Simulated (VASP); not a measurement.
Input of a VASP 6.6.1 run:

Contents of INCAR:

```
SYSTEM = CdC2
ALGO = Normal
EDIFF = 1E-7
ENCUT = 520
GGA = CA
ISIF = 2
ISMEAR = 0
LASPH = .True.
LCHARG = .False.
LREAL = .False.
LWAVE = .False.
NBANDS = 17
NELM = 60
PREC = Accurate
SIGMA = 0.01
```

Contents of KPOINTS:

```
k-points
0
Gamma
  8 8 8
  0 0 0
```

POSCAR

```
CdC2
1.0
   -1.9537169887      1.9537169887      2.7059619879
    1.9537169887     -1.9537169887      2.7059619879
    1.9537169887      1.9537169887     -2.7059619879
Cd C
1 2
Direct
    0.0000000000      0.0000000000      0.0000000000
    0.6144185111      0.6144185111      0.0000000000
    0.3855814889      0.3855814889      0.0000000000
```

Potentials or basis: VASP PAW LDA potentials, release 64 (Cd, C).

Command:

```bash
$ cat potpaw_LDA.64/Cd/POTCAR potpaw_LDA.64/C/POTCAR > POTCAR
$ mpirun -np 1 vasp_std > vasp.out
```

Question: Predict the band gap on the k mesh.

Answer: 3.08 eV (least direct gap 3.64 eV).

Question: Predict the pressure.

Answer: 5.1 GPa.

Question: Predict the largest force.

Answer: 0.039 eV/Å.

Forces on the atoms (eV/Å):
```
Cd   0.000  0.000  0.000
C    0.000  0.000 -0.039
C    0.000  0.000  0.039
```

Caveat: the cell stands under pressure. A k mesh can miss the band edges.
